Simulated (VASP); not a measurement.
# C (R-3m) in VASP: notebook, part 2 of 2

VASP 6.6.1.

## (3) Relaxation of the atoms, PBE+D3(BJ)

INCAR reads:

```
SYSTEM = C
PREC = Accurate ; ENCUT = 520
EDIFF = 1E-7 ; ISMEAR = 0
SIGMA = 0.02 ; LREAL = .FALSE.
LASPH = .TRUE. ; NELM = 60
ALGO = Normal ; ISIF = 2
LWAVE = .FALSE. ; LCHARG = .FALSE.
GGA = PE ; IVDW = 12
IBRION = 2 ; NSW = 60
EDIFFG = -0.01
```

KPOINTS reads:

```
Automatic mesh
0
G
  15 15 15
  0 0 0
```

POSCAR reads:

```
C
1.0
    1.2280287114      0.7090027071      3.3470114498
   -1.2280287114      0.7090027071      3.3470114498
    0.0000000000     -1.4180054142      3.3470114498
C
2
Direct
    0.8360000000      0.8360000000      0.8360000000
    0.1640000000      0.1640000000      0.1640000000
```

Potentials or basis: VASP PAW PBE potentials, release 64 (C).

Launch:

```
$ cat potpaw_PBE.64/C/POTCAR > POTCAR
$ mpirun -np 1 vasp_std > vasp.out
```

OUTCAR:

```text
SYSTEM = C
   PREC = Accurate
   ENCUT = 520
   EDIFF = 1E-7
   ISMEAR = 0
   LREAL = .FALSE.
   LASPH = .TRUE.
   NELM = 60
   ISIF = 2
   GGA = PE
   IVDW = 12
   IBRION = 2
   NSW = 60
   EDIFFG = -0.01
 IVDW          = 12

 ion  position               nearest neighbor table
   1  0.836  0.836  0.836-   2 1.42   2 1.42   2 1.42
   2  0.164  0.164  0.164-   1 1.42   1 1.42   1 1.42

  LATTYP: Found a trigonal (rhomboedric) cell.
 ALAT       =     3.6350000000
 COS(alpha) =     0.7717355882

  Lattice vectors:

 A1 = (   1.2280287114,   0.7090027071,   3.3470114498)
 A2 = (  -1.2280287114,   0.7090027071,   3.3470114498)
 A3 = (   0.0000000000,  -1.4180054142,   3.3470114498)

Analysis of symmetry for initial positions (statically):
=====================================================================
 Subroutine PRICEL returns:
 Original cell was already a primitive cell.

 Routine SETGRP: Setting up the symmetry group for a
 trigonal (rhombohedral) supercell.

 Subroutine GETGRP returns: Found 12 space group operations
 (whereof 12 operations were pure point group operations)
 out of a pool of 12 trial point group operations.

The static configuration has the point symmetry D_3d.

Analysis of symmetry for dynamics (positions and initial velocities):
=====================================================================
 Subroutine PRICEL returns:
 Original cell was already a primitive cell.

 Routine SETGRP: Setting up the symmetry group for a
 trigonal (rhombohedral) supercell.

 Subroutine GETGRP returns: Found 12 space group operations
 (whereof 12 operations were pure point group operations)
 out of a pool of 12 trial point group operations.

The dynamic configuration has the point symmetry D_3d.

 Subroutine INISYM returns: Found 12 space group operations
 (whereof 12 operations are pure point group operations),
 and found     1 'primitive' translations

----------------------------------------------------------------------------------------

                                     Primitive cell

  volume of cell :      17.4850

  direct lattice vectors                    reciprocal lattice vectors
     1.228028711  0.709002707  3.347011450     0.407156604  0.235071975  0.099591333
    -1.228028711  0.709002707  3.347011450    -0.407156604  0.235071975  0.099591333
     0.000000000 -1.418005414  3.347011450     0.000000000 -0.470143950  0.099591333

  length of vectors
     3.635000000  3.635000000  3.635000000     0.480576495  0.480576495  0.480576495

  position of ions in fractional coordinates (direct lattice)
     0.836000000  0.836000000  0.836000000
     0.164000000  0.164000000  0.164000000

  ion indices of the primitive-cell ions
   primitive index   ion index
                 1           1
                 2           2

----------------------------------------------------------------------------------------

 KPOINTS: Automatic mesh

Automatic generation of k-mesh.
 Grid dimensions read from file:
 generate k-points for:   15   15   15

 Generating k-lattice:

  Cartesian coordinates                     Fractional coordinates (reciprocal lattice)
     0.027143774  0.015671465  0.006639422     0.066666667  0.000000000 -0.000000000
    -0.027143774  0.015671465  0.006639422     0.000000000  0.066666667 -0.000000000
     0.000000000 -0.031342930  0.006639422    -0.000000000 -0.000000000  0.066666667

  Length of vectors
     0.032038433  0.032038433  0.032038433

  Shift w.r.t. Gamma in fractional coordinates (k-lattice)
     0.000000000  0.000000000  0.000000000

 Subroutine IBZKPT returns following result:
 ===========================================

 Found    344 irreducible k-points:

 Following reciprocal coordinates:
            Coordinates               Weight
  0.000000  0.000000  0.000000      1.000000
  0.066667  0.000000 -0.000000      6.000000
  0.133333  0.000000 -0.000000      6.000000
  0.200000  0.000000  0.000000      6.000000
  0.266667  0.000000 -0.000000      6.000000
  0.333333  0.000000  0.000000      6.000000
[... 16 lines left out ...]
  0.133333  0.133333 -0.000000      6.000000
  0.200000  0.133333  0.000000     12.000000
 [... further k-points ...]
   k-points           NKPTS =    344   k-points in BZ     NKDIM =    344   number of bands    NBANDS=      8
   number of dos      NEDOS =    301   number of ions     NIONS =      2
   total plane-waves  NPLWV =  21952
   dimension x,y,z NGX =    28 NGY =   28 NGZ =   28
   dimension x,y,z NGXF=    56 NGYF=   56 NGZF=   56
   ions per type =               2
   NGX,Y,Z   is equivalent  to a cutoff of  12.81, 12.81, 12.81 a.u.
   NGXF,Y,Z  is equivalent  to a cutoff of  25.61, 25.61, 25.61 a.u.
 SYSTEM =  C
   PREC   = accura    normal or accurate (medium, high low for compatibility)
   ISTART =      0    job   : 0-new  1-cont  2-samecut
   ICHARG =      2    charge: 1-file 2-atom 10-const
   ISPIN  =      1    spin polarized calculation?
   LNONCOLLINEAR =      F non collinear calculations
   LSORBIT =      F    spin-orbit coupling
   LASPH  =      T    aspherical Exc in radial PAW
   ENCUT  =  520.0 eV  38.22 Ry    6.18 a.u.   6.76  6.76  6.76*2*pi/ulx,y,z
   NELM   =     60;   NELMIN=  2; NELMDL= -5     # of ELM steps
   EDIFF  = 0.1E-06   stopping-criterion for ELM
   LREAL  =      F    real-space projection
   EDIFFG = -.1E-01   stopping-criterion for IOM
   NSW    =     60    number of steps for IOM
   IBRION =      2    ionic relax: 0-MD 1-quasi-New 2-CG
   NFREE  =      1    steps in history (QN), initial steepest desc. (CG)
   ISIF   =      2    stress and relaxation
   ISYM   =      2    0-nonsym 1-usesym 2-fastsym
   POTIM  = 0.5000    time-step for ionic-motion
   TEBEG  =    0.0;   TEEND  =   0.0 temperature during run
   PSTRESS=    0.0 pullay stress
   NELECT =       8.0000    total number of electrons
   NUPDOWN=      -1.0000    fix difference up-down
   EMIN   =  10.00;   EMAX   =-10.00  energy-range for DOS
   EFERMI =   0.00;   METHOD = LEGACY
   ISMEAR =     0;   SIGMA  =   0.02  broadening in eV -4-tet -1-fermi 0-gaus
   EFERMI_NEDOS =   21; number of points for ismear=-14 and -15
   IALGO  =     38    algorithm
   IMIX   =      4    mixing-type and parameters
     AMIX     =   0.40;   BMIX     =  1.00
     AMIX_MAG =   1.60;   BMIX_MAG =  1.00
  volume/ion in A,a.u.               =       8.74        59.00
  Fermi-wavevector in a.u.,A,eV,Ry     =   1.261488  2.383867 21.651666  1.591353
  Thomas-Fermi vector in A             =   2.394945
   LORBIT       =      0    0 simple, 1 ext, 2 COOP (PROOUT), +10 PAW based schemes
   GGA     = PE    functional components
   LHFCALC =     F    Hartree Fock is set to
   AEXX    =    0.0000 exact exchange contribution
   IVDW    =    12    specifies the selected vdW correction
   LEPSILON=     F    determine dielectric tensor
   LRPA    =     F    only Hartree local field effects (RPA)
 conjugate gradient relaxation of ions
 non-spin polarized calculation
 Gauss-broadening in eV      SIGMA  =   0.02
  energy-cutoff  :      520.00
  volume of cell :       17.48
 maximum number of plane-waves:       482
   NGX = 13   NGY = 13   NGZ = 13

--------------------------------------- Ionic step        1  -------------------------------------------

 number of electron       8.0000000 magnetization

 Free energy of the ion-electron system (eV)
  ---------------------------------------------------
  ext. energy  EPLUGINS =         0.00000000
  ---------------------------------------------------
  free energy    TOTEN  =       -18.39632760 eV

  energy without entropy =      -18.39632760  energy(sigma->0) =      -18.39632760

------------------------ aborting loop because EDIFF is reached ----------------------------------------

 Edisp (eV)   -0.31379

 E8    (eV) :    -0.0889
[... 71 lines left out ...]
--------------------------------------- Ionic step        3  -------------------------------------------

 number of electron       8.0000000 magnetization

 Free energy of the ion-electron system (eV)
  ---------------------------------------------------
  ext. energy  EPLUGINS =         0.00000000
  ---------------------------------------------------
  free energy    TOTEN  =       -18.41883515 eV

  energy without entropy =      -18.41883515  energy(sigma->0) =      -18.41883515

 E-fermi :   4.5961     XC(G=0): -10.3618

 val. band max:        4.4383734856   @ k =  -0.3333   0.3333   0.0000
 cond. band min:       5.0988159826   @ k =  -0.3333   0.3333   0.0000
 fundamental gap:      0.6604424971
 Fermi energy:         4.5960890948

 k-point     1 :       0.0000    0.0000    0.0000
  band No.  band energies     occupation
      1     -14.9772      2.00000
      2      -1.8466      2.00000
      3       1.7700      2.00000
      4       1.7700      2.00000
      5       9.0281      0.00000
      6      13.2094      0.00000
      7      13.2094      0.00000
      8      16.2544      0.00000
[... 243 lines left out ...]
 k-point    24 :       0.2000    0.1333    0.0000
  band No.  band energies     occupation
      1     -14.2000      2.00000
      2      -1.2753      2.00000
      3      -0.6212      2.00000
      4       0.3540      2.00000
      5      10.5079      0.00000
      6      13.5435      0.00000
      7      13.9161      0.00000
      8      15.5642      0.00000

 [... further k-points ...]

------------------------ aborting loop because EDIFF is reached ----------------------------------------

 Edisp (eV)   -0.31377

 E8    (eV) :    -0.0889
[... 25 lines left out ...]
  FREE ENERGIE OF THE ION-ELECTRON SYSTEM (eV)
  ---------------------------------------------------
  free  energy   TOTEN  =       -18.7326056659 eV

  energy  without entropy=      -18.7326056659  energy(sigma->0) =      -18.73260567

 reached required accuracy - stopping structural energy minimisation
```

OSZICAR:

```text
N       E                     dE             d eps       ncg     rms          rms(c)
DAV:   1     0.549109342994E+01    0.54911E+01   -0.48495E+03  5664   0.915E+02
DAV:   2    -0.193296880574E+02   -0.24821E+02   -0.23387E+02  8568   0.130E+02
DAV:   3    -0.196101761883E+02   -0.28049E+00   -0.28049E+00  6552   0.167E+01
DAV:   4    -0.196110074073E+02   -0.83122E-03   -0.83122E-03  9352   0.942E-01
[... 20 lines left out ...]
DAV:   2    -0.184188606192E+02   -0.12276E-03   -0.24838E-03  7392   0.479E-01    0.967E-02
DAV:   3    -0.184188374946E+02    0.23125E-04   -0.25679E-04  6872   0.120E-01    0.118E-02
DAV:   4    -0.184188345955E+02    0.28992E-05   -0.13292E-05  7168   0.332E-02    0.652E-03
DAV:   5    -0.184188351514E+02   -0.55593E-06   -0.41228E-07  7000   0.776E-03    0.131E-03
DAV:   6    -0.184188351541E+02   -0.26461E-08   -0.20098E-08  4192   0.133E-03
   3 F= -.18732606E+02 E0= -.18732606E+02  d E =-.224925E-01
```

CONTCAR:

```text
C
   1.00000000000000
     1.2280287113999999    0.7090027071000000    3.3470114498000001
    -1.2280287113999999    0.7090027071000000    3.3470114498000001
     0.0000000000000000   -1.4180054142000000    3.3470114498000001
  C
     2
Direct
     0.8334000307858376    0.8334000307858376    0.8334000307858376
     0.1665999692141625    0.1665999692141625    0.1665999692141625

  0.00000000E+00  0.00000000E+00  0.00000000E+00
  0.00000000E+00  0.00000000E+00  0.00000000E+00
```

Wall time 78 s (1 thread of Intel Xeon Platinum 8559C (Emerald Rapids), shared host); peak memory 0.18 GiB.

What came out:

```
Free energy                : -18.7326 eV
Energy gained by relaxing  : 11.2 meV/atom
Ionic steps                : 3
Pressure after relaxing    : 3.8 GPa
Band gap on the k mesh     : 0.66 eV, direct
Dispersion energy per atom : -0.157 eV
```

Step by step:
```csv
step,energy change (eV),largest force (eV/Å),pressure (GPa)
1,0.0000,0.8609,3.56
2,-0.0147,0.5087,3.70
3,-0.0225,0.0005,3.75
```

Final structure:
```xyz
2
Lattice="1.2280 0.7090 3.3470 -1.2280 0.7090 3.3470 0.0000 -1.4180 3.3470" Properties=species:S:1:pos:R:3 pbc="T T T"
C     0.0000    0.0000    8.3682
C     0.0000    0.0000    1.6728
```

A k mesh can miss the band edges. PBE gaps usually lie below the measured ones, often by a third to a half.
